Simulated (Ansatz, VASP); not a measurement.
# PbS in VASP and in Ansatz

File INCAR:

```
SYSTEM = PbS
  PREC = Accurate
  ENCUT = 520
  EDIFF = 1E-6
  ISMEAR = -1
  SIGMA = 0.06
  LREAL = .FALSE.
  LASPH = .TRUE.
  NELM = 60
  ALGO = Normal
  ISIF = 2
  LWAVE = .FALSE.
  LCHARG = .TRUE.
  GGA = PS
  LELF = .TRUE.
  LVHAR = .TRUE.
  NBANDS = 17
```

Contents of KPOINTS:

```
regular mesh
0
G
  8 8 8
  0 0 0
```

File POSCAR:

```
PbS
1.0
    0.0000000000      3.0040175000      3.0040175000
    3.0040175000      0.0000000000      3.0040175000
    3.0040175000      3.0040175000      0.0000000000
Pb S
1 1
Direct
    0.0000000000      0.0000000000      0.0000000000
    0.5000000000      0.5000000000      0.5000000000
```

Input for Ansatz:

```yaml
crystal:
  atoms:
  - position: [0.0, 0.0, 0.0]
    symbol: Pb
  - position: [0.5, 0.5, 0.5]
    symbol: S
  lattice:
  - [0.0, 3.0040175, 3.0040175]
  - [3.0040175, 0.0, 3.0040175]
  - [3.0040175, 3.0040175, 0.0]
hamiltonian:
  dispersion: none
  pseudopotentials:
    kind: all_electron
    lapw: {}
    relativity: scalar
  xc: pbesol
kpoints:
  mp_grid:
    grid: [8, 8, 8]
    shift: [0, 0, 0]
magnetization: {spin_polarized: false}
output: {forces: true, stress: true}
scf:
  occupations: {method: fermi_dirac, width: 0.06}
```

Alike in both runs: task single point; functional PBEsol; k mesh 8 × 8 × 8; occupations fermi-dirac, width 0.06 eV; no spin polarisation.

|  | VASP | Ansatz |
| --- | --- | --- |
| version | VASP 6.6.1 | Ansatz 0.2 development build |
| potentials or method | VASP PAW PBE potentials, release 64 (Pb_d, S), cutoff 520 eV | all-electron full-potential LAPW, scalar-relativistic |

```csv
,VASP,Ansatz,Ansatz less VASP
pressure (GPa),-2.9,-2.8,+0.06
```

VASP's potentials were made for PBE, not for PBEsol. Ansatz ran all-electron here, and VASP with PAW potentials.

Spin-orbit coupling is off throughout.
